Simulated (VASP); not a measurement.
Sc: single point with r2SCAN

Sc:

```
CELL_PARAMETERS angstrom
3.13285 0.00000 0.00000
-1.56642 2.71313 0.00000
0.00000 0.00000 4.80668
ATOMIC_POSITIONS crystal
Sc 0.33333 0.66667 0.25000
Sc 0.66667 0.33333 0.75000
```

- Program: VASP 6.6.1
- Task: single point
- Functional: r2SCAN
- Potentials or basis: VASP PAW PBE potentials, release 64 (Sc_sv)
- Cutoff: 520 eV
- k mesh: 16 × 16 × 10
- Occupations: fermi-dirac, width 0.08 eV
- Spin: no spin polarisation
- Dipole correction: no
- Further INCAR settings: ALGO = Normal; EDIFF = 1e-07; NBANDS = 18

```
Pressure               : 15.3 GPa
Band gap on the k mesh : zero (bands 11 and 12 overlap by 1.98 eV)
```

Levels at points of the mesh, in eV from the Fermi level:
| k point | band 8 | band 9 | band 10 | band 11 | band 12 | band 13 | band 14 | band 15 |
| --- | --- | --- | --- | --- | --- | --- | --- | --- |
| (0.00, 0.00, 0.00) | -28.27 | -5.78 | -1.99 | 1.20 | 2.00 | 2.00 | 2.49 | 2.67 |
| (0.50, 0.00, 0.00) | -28.37 | -1.77 | -1.42 | -0.95 | -0.31 | 1.65 | 1.82 | 2.53 |
| (0.00, 0.00, 0.50) | -28.37 | -3.88 | -3.88 | 1.28 | 1.28 | 1.89 | 1.89 | 1.89 |
| (0.50, 0.00, 0.50) | -28.46 | -1.82 | -1.82 | 0.14 | 0.14 | 1.77 | 1.77 | 3.04 |

It took 10 min on 1 thread of Intel Xeon 8259CL (shared host), peak memory 0.24 GiB.

Caveat: the cell stands under pressure; the PAW data sets were made with another functional, which shifts forces and pressure a little.
